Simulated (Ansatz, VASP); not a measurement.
# ZrSi7 in VASP and in Ansatz

```
CELL_PARAMETERS angstrom
3.84179 2.21806 2.53605
-3.84179 2.21806 2.53605
0.00000 -4.43611 2.53605
ATOMIC_POSITIONS crystal
Zr 0.71517 0.71517 0.71517
Si 0.19762 0.86262 0.52402
Si 0.52402 0.19762 0.86262
Si 0.86262 0.52402 0.19762
Si 0.52402 0.86262 0.19762
Si 0.86262 0.19762 0.52402
Si 0.19762 0.52402 0.86262
Si 0.07917 0.07917 0.07917
```

Alike in both runs: functional PBE; k mesh 6 × 6 × 6; occupations gaussian, width 0.1 eV; no spin polarisation.

Ansatz relaxed the structure, and its values are those at the end. VASP's run is a single point on that final structure, the one shown.

|  | VASP | Ansatz |
| --- | --- | --- |
| version | VASP 6.6.1 | Ansatz 0.2.0 |
| potentials or method | VASP PAW PBE potentials, release 64 (Zr_sv, Si), cutoff 520 eV | scalar-relativistic, plane waves, PAW |
| valence electrons in the cell | 40 | 40 |

```tsv
	VASP	Ansatz	Ansatz less VASP
gap on the k mesh at the Fermi level (eV)	none	none	-
pressure (GPa)	0.0	0.0	+0.03
rms of the force components (eV/Å)	0.004	0.002	-0.0015
```

A gap of «none» marks a metal or a gap that the smearing closes.
